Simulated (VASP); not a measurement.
# Cu3Te (Pm-3m) in VASP: a series of runs

Runs on Cu3Te. Level: PBE. Tasks: single point.

Program: VASP 6.6.1. These are calculated values, not measurements. Logs are shortened: lines on timing, memory, paths and dates and some standing lists are left out, and cuts for length are marked.

### Step 1. The cell of the first run

The structure is cubic, space group Pm-3m (No. 221). The conventional cell has a = 3.999 Å, b = 3.999 Å, c = 3.999 Å, α = 90.00°, β = 90.00°, γ = 90.00°. Cu (site symmetry 4/mmm) has 8 Cu at 2.83 Å and 4 Te at 2.83 Å within 3.7 Å. Te (site symmetry m-3m) has 12 Cu at 2.83 Å within 3.7 Å.

### Step 2. Single point, PBE

File INCAR:

```
  PREC = Accurate
  ENCUT = 520
  EDIFF = 1E-7
  ISMEAR = -1
  SIGMA = 0.2
  LREAL = F
  LASPH = T
  NELM = 60
  ALGO = Normal
  ISIF = 2
  LWAVE = F
  LCHARG = F
  GGA = PE
  NBANDS = 28
```

File KPOINTS:

```
regular mesh
0
Gamma
  6 6 6
```

File POSCAR:

```
Cu3Te
1.0
    3.9985977190      0.0000000000      0.0000000000
    0.0000000000      3.9985977190      0.0000000000
    0.0000000000      0.0000000000      3.9985977190
Cu Te
3 1
Direct
    0.0000000000      0.5000000000      0.5000000000
    0.5000000000      0.0000000000      0.5000000000
    0.5000000000      0.5000000000      0.0000000000
    0.0000000000      0.0000000000      0.0000000000
```

Potentials or basis: VASP PAW PBE potentials, release 64 (Cu, Te).

On the command line:

```bash
$ cat potpaw_PBE.64/Cu/POTCAR potpaw_PBE.64/Te/POTCAR > POTCAR
$ mpirun -np 1 vasp_std > vasp.out
```

OUTCAR:

```text
PREC = Accurate
   ENCUT = 520
   EDIFF = 1E-7
   ISMEAR = -1
   LREAL = F
   LASPH = T
   NELM = 60
   ISIF = 2
   GGA = PE

 ion  position               nearest neighbor table
   1  0.000  0.500  0.500-   4 2.83   4 2.83   4 2.83   4 2.83
   2  0.500  0.000  0.500-   4 2.83   4 2.83   4 2.83   4 2.83
   3  0.500  0.500  0.000-   4 2.83   4 2.83   4 2.83   4 2.83
   4  0.000  0.000  0.000-   1 2.83   2 2.83   3 2.83   1 2.83   2 2.83   1 2.83   3 2.83   1 2.83
                             2 2.83   3 2.83   2 2.83   3 2.83

  LATTYP: Found a simple cubic cell.
 ALAT       =     3.9985977190

  Lattice vectors:

 A1 = (   3.9985977190,   0.0000000000,   0.0000000000)
 A2 = (   0.0000000000,   3.9985977190,   0.0000000000)
 A3 = (   0.0000000000,   0.0000000000,   3.9985977190)

Analysis of symmetry for initial positions (statically):
=====================================================================
 Subroutine PRICEL returns:
 Original cell was already a primitive cell.

 Routine SETGRP: Setting up the symmetry group for a
 simple cubic supercell.

 Subroutine GETGRP returns: Found 48 space group operations
 (whereof 48 operations were pure point group operations)
 out of a pool of 48 trial point group operations.

The static configuration has the point symmetry O_h .

Analysis of symmetry for dynamics (positions and initial velocities):
=====================================================================
 Subroutine PRICEL returns:
 Original cell was already a primitive cell.

 Routine SETGRP: Setting up the symmetry group for a
 simple cubic supercell.

 Subroutine GETGRP returns: Found 48 space group operations
 (whereof 48 operations were pure point group operations)
 out of a pool of 48 trial point group operations.

The dynamic configuration has the point symmetry O_h .

 Subroutine INISYM returns: Found 48 space group operations
 (whereof 48 operations are pure point group operations),
 and found     1 'primitive' translations

----------------------------------------------------------------------------------------

                                     Primitive cell

  volume of cell :      63.9327

  direct lattice vectors                    reciprocal lattice vectors
     3.998597719  0.000000000  0.000000000     0.250087673  0.000000000  0.000000000
     0.000000000  3.998597719  0.000000000     0.000000000  0.250087673  0.000000000
     0.000000000  0.000000000  3.998597719     0.000000000  0.000000000  0.250087673

  length of vectors
     3.998597719  3.998597719  3.998597719     0.250087673  0.250087673  0.250087673

  position of ions in fractional coordinates (direct lattice)
     0.000000000  0.500000000  0.500000000
     0.500000000  0.000000000  0.500000000
     0.500000000  0.500000000  0.000000000
     0.000000000  0.000000000  0.000000000

  ion indices of the primitive-cell ions
   primitive index   ion index
                 1           1
                 2           2
                 3           3
                 4           4

----------------------------------------------------------------------------------------

 KPOINTS: regular mesh

Automatic generation of k-mesh.
 Grid dimensions read from file:
 generate k-points for:    6    6    6

 Generating k-lattice:

  Cartesian coordinates                     Fractional coordinates (reciprocal lattice)
     0.041681279  0.000000000  0.000000000     0.166666667  0.000000000  0.000000000
     0.000000000  0.041681279  0.000000000     0.000000000  0.166666667  0.000000000
     0.000000000  0.000000000  0.041681279     0.000000000  0.000000000  0.166666667

  Length of vectors
     0.041681279  0.041681279  0.041681279

  Shift w.r.t. Gamma in fractional coordinates (k-lattice)
     0.000000000  0.000000000  0.000000000

 Subroutine IBZKPT returns following result:
 ===========================================

 Found     20 irreducible k-points:

 Following reciprocal coordinates:
            Coordinates               Weight
  0.000000  0.000000  0.000000      1.000000
  0.166667  0.000000  0.000000      6.000000
  0.333333  0.000000  0.000000      6.000000
  0.500000  0.000000  0.000000      3.000000
  0.166667  0.166667  0.000000     12.000000
  0.333333  0.166667  0.000000     24.000000
[... 12 lines left out ...]
  0.500000  0.500000  0.333333      6.000000
  0.500000  0.500000  0.500000      1.000000
   k-points           NKPTS =     20   k-points in BZ     NKDIM =     20   number of bands    NBANDS=     28
   number of dos      NEDOS =    301   number of ions     NIONS =      4
   total plane-waves  NPLWV =  27000
   dimension x,y,z NGX =    30 NGY =   30 NGZ =   30
   dimension x,y,z NGXF=    60 NGYF=   60 NGZF=   60
   ions per type =               3   1
   NGX,Y,Z   is equivalent  to a cutoff of  12.47, 12.47, 12.47 a.u.
   NGXF,Y,Z  is equivalent  to a cutoff of  24.95, 24.95, 24.95 a.u.
 SYSTEM =  unknown system
   PREC   = accura    normal or accurate (medium, high low for compatibility)
   ISTART =      0    job   : 0-new  1-cont  2-samecut
   ICHARG =      2    charge: 1-file 2-atom 10-const
   ISPIN  =      1    spin polarized calculation?
   LNONCOLLINEAR =      F non collinear calculations
   LSORBIT =      F    spin-orbit coupling
   LASPH  =      T    aspherical Exc in radial PAW
   ENCUT  =  520.0 eV  38.22 Ry    6.18 a.u.   7.43  7.43  7.43*2*pi/ulx,y,z
   NELM   =     60;   NELMIN=  2; NELMDL= -5     # of ELM steps
   EDIFF  = 0.1E-06   stopping-criterion for ELM
   LREAL  =      F    real-space projection
   EDIFFG = 0.1E-05   stopping-criterion for IOM
   NSW    =      0    number of steps for IOM
   IBRION =     -1    ionic relax: 0-MD 1-quasi-New 2-CG
   NFREE  =      0    steps in history (QN), initial steepest desc. (CG)
   ISIF   =      2    stress and relaxation
   ISYM   =      2    0-nonsym 1-usesym 2-fastsym
   POTIM  = 0.5000    time-step for ionic-motion
   TEBEG  =    0.0;   TEEND  =   0.0 temperature during run
   PSTRESS=    0.0 pullay stress
   NELECT =      39.0000    total number of electrons
   NUPDOWN=      -1.0000    fix difference up-down
   EMIN   =  10.00;   EMAX   =-10.00  energy-range for DOS
   EFERMI =   0.00;   METHOD = LEGACY
   ISMEAR =    -1;   SIGMA  =   0.20  broadening in eV -4-tet -1-fermi 0-gaus
   EFERMI_NEDOS =   21; number of points for ismear=-14 and -15
   IALGO  =     38    algorithm
   IMIX   =      4    mixing-type and parameters
     AMIX     =   0.40;   BMIX     =  1.00
     AMIX_MAG =   1.60;   BMIX_MAG =  1.00
  volume/ion in A,a.u.               =      15.98       107.86
  Fermi-wavevector in a.u.,A,eV,Ry     =   1.388424  2.623740 26.228224  1.927720
  Thomas-Fermi vector in A             =   2.512551
   LORBIT       =      0    0 simple, 1 ext, 2 COOP (PROOUT), +10 PAW based schemes
   GGA     = PE    functional components
   LHFCALC =     F    Hartree Fock is set to
   AEXX    =    0.0000 exact exchange contribution
   IVDW    =     0    specifies the selected vdW correction
   LEPSILON=     F    determine dielectric tensor
   LRPA    =     F    only Hartree local field effects (RPA)
 non-spin polarized calculation
  energy-cutoff  :      520.00
  volume of cell :       63.93
 maximum number of plane-waves:      1750
 NGX is ok and might be reduce to    30
   NGX = 15   NGY = 15   NGZ = 15

 number of electron      39.0000071 magnetization

 Free energy of the ion-electron system (eV)
  ---------------------------------------------------
  ext. energy  EPLUGINS =         0.00000000
  ---------------------------------------------------
  free energy    TOTEN  =       -13.79118025 eV

  energy without entropy =      -13.66588851  energy(sigma->0) =      -13.72853438

 E-fermi :   8.3567     XC(G=0): -11.5858

 val. band max:        8.2076056895   @ k =   0.3333   0.3333   0.0000
 cond. band min:       8.4789263098   @ k =   0.5000   0.1667   0.1667
 fundamental gap:      0.2713206204
 Fermi energy:         8.3566832049

 k-point     1 :       0.0000    0.0000    0.0000
  band No.  band energies     occupation
      1      -5.3315      2.00000
      2       3.4553      2.00000
      3       4.2550      2.00000
      4       4.2550      2.00000
      5       4.5451      2.00000
      6       4.5451      2.00000
[... 20 lines left out ...]
     27      16.7227      0.00000
     28      16.7227      0.00000

 k-point     2 :       0.1667    0.0000    0.0000
  band No.  band energies     occupation
      1      -5.1615      2.00000
      2       2.6776      2.00000
      3       3.8651      2.00000
      4       4.2355      2.00000
      5       4.2355      2.00000
      6       4.3831      2.00000
[... 20 lines left out ...]
     27      16.2372      0.00000
     28      16.2372      0.00000

 k-point     3 :       0.3333    0.0000    0.0000
  band No.  band energies     occupation
      1      -4.7538      2.00000
      2       1.0583      2.00000
      3       3.8992      2.00000
      4       3.8992      2.00000
      5       4.1419      2.00000
      6       4.6842      2.00000
[... 20 lines left out ...]
     27      16.8742      0.00000
     28      16.8742      0.00000

 k-point     4 :       0.5000    0.0000    0.0000
  band No.  band energies     occupation
      1      -4.4971      2.00000
      2       0.3467      2.00000
      3       3.7793      2.00000
      4       3.7793      2.00000
      5       4.3434      2.00000
      6       4.7468      2.00000
[... 20 lines left out ...]
     27      17.6445      0.00000
     28      19.1362      0.00000

 k-point     5 :       0.1667    0.1667    0.0000
  band No.  band energies     occupation
      1      -4.9970      2.00000
      2       2.5608      2.00000
      3       3.1340      2.00000
      4       4.0679      2.00000
      5       4.1001      2.00000
      6       4.5114      2.00000
[... 20 lines left out ...]
     27      15.1253      0.00000
     28      16.8213      0.00000

 k-point     6 :       0.3333    0.1667    0.0000
  band No.  band energies     occupation
      1      -4.6054      2.00000
      2       1.2359      2.00000
      3       3.1057      2.00000
      4       3.8328      2.00000
      5       4.2832      2.00000
      6       4.6989      2.00000
[... 339 lines left out ...]
      5       4.5803      2.00000
      6       4.5949      2.00000
[... 20 lines left out ...]
     27      19.5634      0.00000
     28      19.5634      0.00000

 k-point    18 :       0.5000    0.3333    0.3333
  band No.  band energies     occupation
      1      -3.7178      2.00000
      2       1.9266      2.00000
      3       2.4492      2.00000
      4       3.1563      2.00000
      5       4.3080      2.00000
      6       4.5073      2.00000
[... 20 lines left out ...]
     27      19.8815      0.00000
     28      20.4279      0.00000

 k-point    19 :       0.5000    0.5000    0.3333
  band No.  band energies     occupation
      1      -3.5897      2.00000
      2       2.3834      2.00000
      3       2.3834      2.00000
      4       3.1879      2.00000
      5       4.0290      2.00000
      6       4.4490      2.00000
[... 20 lines left out ...]
     27      20.8382      0.00000
     28      20.8394      0.00000

 k-point    20 :       0.5000    0.5000    0.5000
  band No.  band energies     occupation
      1      -3.4865      2.00000
      2       2.9770      2.00000
      3       2.9770      2.00000
      4       2.9770      2.00000
      5       3.9715      2.00000
      6       3.9715      2.00000
[... 20 lines left out ...]
     27      21.9421      0.00000
     28      21.9421      0.00000

------------------------ aborting loop because EDIFF is reached ----------------------------------------

  FORCE on cell =-STRESS in cart. coord.  units (eV):
  Direction    XX          YY          ZZ          XY          YZ          ZX
  --------------------------------------------------------------------------------------
  -------------------------------------------------------------------------------------
  Total       -0.9955113     -0.9955113     -0.9955113      0.0000000     -0.0000000      0.0000000
  in kB      -24.9478802    -24.9478802    -24.9478802      0.0000000     -0.0000000      0.0000000
  external PRESSURE =     -24.9478802 kB  Pullay stress =       0.0000000 kB

 VOLUME and BASIS-vectors are now :
 -----------------------------------------------------------------------------
  energy-cutoff  :      520.00
  volume of cell :       63.93
      direct lattice vectors                 reciprocal lattice vectors
     3.998597719  0.000000000  0.000000000     0.250087673  0.000000000  0.000000000
     0.000000000  3.998597719  0.000000000     0.000000000  0.250087673  0.000000000
     0.000000000  0.000000000  3.998597719     0.000000000  0.000000000  0.250087673

 POSITION                                       TOTAL-FORCE (eV/Angst)
 -----------------------------------------------------------------------------------
      0.00000      1.99930      1.99930         0.000000      0.000000      0.000000
      1.99930      0.00000      1.99930         0.000000      0.000000      0.000000
      1.99930      1.99930      0.00000         0.000000      0.000000      0.000000
      0.00000      0.00000      0.00000         0.000000      0.000000      0.000000
 -----------------------------------------------------------------------------------
    total drift:                                0.000000      0.000000     -0.000000

  FREE ENERGIE OF THE ION-ELECTRON SYSTEM (eV)
  ---------------------------------------------------
  free  energy   TOTEN  =       -13.7911802495 eV

  energy  without entropy=      -13.6658885127  energy(sigma->0) =      -13.72853438
```

It took 64 s on 1 thread of AMD EPYC, shared host; peak memory 0.15 GiB.

Results:

```
Free energy            : -13.7912 eV
Pressure               : -2.5 GPa
Band gap on the k mesh : zero (an odd number of electrons rules out a gap without spin polarisation)
```

Caveat: spin-orbit coupling is left out, which moves the levels of the heavy elements.

### Step 3. Single point, PBE

This run uses another cell than the first one, of 16.29 Å³/atom.

File INCAR:

```
SYSTEM = Cu3Te
PREC = Accurate ; ENCUT = 520
EDIFF = 1E-6 ; ISMEAR = -1
SIGMA = 0.2 ; LREAL = .False.
LASPH = .True. ; NELM = 60
ALGO = Normal ; ISIF = 2
LWAVE = .False. ; LCHARG = .True.
GGA = PE ; LELF = .True.
LVHAR = .True. ; NBANDS = 28
```

File KPOINTS:

```
regular mesh
0
Gamma
  6 6 6
  0 0 0
```

File POSCAR:

```
Cu3Te
1.0
    4.0240671810      0.0000000000      0.0000000000
    0.0000000000      4.0240671810      0.0000000000
    0.0000000000      0.0000000000      4.0240671810
Cu Te
3 1
Direct
    0.0000000000      0.5000000000      0.5000000000
    0.5000000000      0.0000000000      0.5000000000
    0.5000000000      0.5000000000      0.0000000000
    0.0000000000      0.0000000000      0.0000000000
```

Potentials or basis: VASP PAW PBE potentials, release 64 (Cu, Te).

On the command line:

```bash
$ cat potpaw_PBE.64/Cu/POTCAR potpaw_PBE.64/Te/POTCAR > POTCAR
$ mpirun -np 1 vasp_std > vasp.out
```

Run time: 52 s. Hardware: 1 thread of AMD EPYC, shared host; peak memory 0.15 GiB.

It converged, with:

```
Free energy            : -13.7664 eV
Pressure               : -3.6 GPa
Band gap on the k mesh : zero (an odd number of electrons rules out a gap without spin polarisation)
```

Levels at points of the mesh, in eV from the Fermi level:
| k point | band 16 | band 17 | band 18 | band 19 | band 20 | band 21 | band 22 | band 23 | band 24 | band 25 |
| --- | --- | --- | --- | --- | --- | --- | --- | --- | --- | --- |
| (0.00, 0.00, 0.00) | -2.22 | -2.08 | -2.08 | -2.08 | -1.38 | 2.56 | 2.56 | 5.86 | 5.86 | 5.86 |
| (0.50, 0.00, 0.00) | -2.37 | -2.08 | -0.48 | -0.48 | -0.24 | 2.73 | 2.73 | 2.89 | 3.40 | 4.44 |
| (0.50, 0.50, 0.00) | -2.63 | -2.52 | -1.84 | -1.84 | 0.65 | 2.39 | 4.68 | 4.68 | 4.72 | 4.72 |
| (0.50, 0.50, 0.50) | -2.41 | -2.18 | -2.18 | -2.18 | -1.25 | 0.42 | 0.42 | 0.42 | 10.19 | 10.19 |

Caveat: the cell stands under tension; spin-orbit coupling is left out, which moves the levels of the heavy elements.
